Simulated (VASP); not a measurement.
SO (rock salt type): single point with PBE

Crystal: SO (rock salt type).

```xyz
2
Lattice="0.0000 2.3110 2.3110 2.3110 0.0000 2.3110 2.3110 2.3110 0.0000" Properties=species:S:1:pos:R:3 pbc="T T T"
S     0.0000    0.0000    0.0000
O     2.3110    2.3110    2.3110
```

| Quantity | Value |
| --- | --- |
| Program | VASP 6.6.1 |
| Task | single point |
| Functional | PBE |
| Potentials or basis | VASP PAW PBE potentials, release 64 (S, O) |
| Cutoff | 520 eV |
| k mesh | 21 × 21 × 21 |
| Occupations | fermi-dirac, width 0.0612256 eV |
| Spin | no spin polarisation |
| Dipole correction | no |
| Further INCAR settings | ALGO = Normal; EDIFF = 1e-06; NBANDS = 13 |

The pressure is -0.3 GPa and the band gap on the k mesh is zero (bands 6 and 7 overlap by 3.02 eV).

Levels at points of the mesh, in eV from the Fermi level:
```tsv
k point	band 3	band 4	band 5	band 6	band 7	band 8	band 9	band 10
(0.00, 0.00, 0.00)	-4.11	-4.11	-4.11	1.66	1.66	1.66	9.59	9.59
```

It took 19 s on 1 thread of Intel(R) Xeon(R) 6975P-C (Granite Rapids), on a shared host, peak memory 0.19 GiB.
